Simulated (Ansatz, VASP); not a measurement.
**One calculation of TiC, two programs**

Contents of INCAR:

```
PREC = Accurate
ENCUT = 520
EDIFF = 1E-6
ISMEAR = 0
SIGMA = 0.15
LREAL = False
LASPH = True
NELM = 80
ALGO = Normal
ISIF = 2
LWAVE = False
LCHARG = False
GGA = PS
NBANDS = 15
```

File KPOINTS:

```
regular mesh
0
Gamma
  18 18 18
```

Contents of POSCAR:

```
TiC
1.0
    0.1013834000      2.1640000000      2.1640000000
    2.1640000000      0.1013834000      2.1640000000
    2.2653834000      2.2653834000      0.0000000000
Ti C
1 1
Direct
    0.0000000000      0.0000000000      0.0000000000
    0.5000000000      0.5000000000      0.5000000000
```

Input for Ansatz:

```yaml
crystal:
  lattice:
    - [0.1013834, 2.164, 2.164]
    - [2.164, 0.1013834, 2.164]
    - [2.2653834, 2.2653834, 0.0]
  atoms:
    - { symbol: Ti, position: [0.0, 0.0, 0.0] }
    - { symbol: C, position: [0.5, 0.5, 0.5] }
basis:
  ecutwfc: 420
kpoints:
  mp_grid: { grid: [18, 18, 18] }
hamiltonian:
  xc: pbesol
scf:
  occupations: { method: gaussian, width: 0.15 }
output:
  forces: true
  stress: true
  eigenvalues: true
```

Change from the starting cell: strain +0.0937 x Voigt [0, 0, 0, 0, 0, 1], atoms carried along.

Alike in both runs: task single point; functional PBEsol; k mesh 18 × 18 × 18; occupations gaussian, width 0.15 eV; no spin polarisation.

|  | VASP | Ansatz |
| --- | --- | --- |
| version | VASP 6.6.1 | Ansatz 0.2.0 |
| potentials or method | VASP PAW PBE potentials, release 64 (Ti_sv, C), cutoff 520 eV | scalar-relativistic, plane waves, PAW |
| valence electrons in the cell | 16 | 16 |

|  | VASP | Ansatz | Ansatz less VASP |
| --- | --- | --- | --- |
| gap on the k mesh at the Fermi level (eV) | none | none | - |
| pressure (GPa) | -5.3 | -5.5 | -0.23 |
| traceless stress, the component that is largest in VASP (GPa) | -15.73 | -15.80 | -0.070 |

VASP's potentials were made for PBE, not for PBEsol. A gap of «none» marks a metal or a gap that the smearing closes.
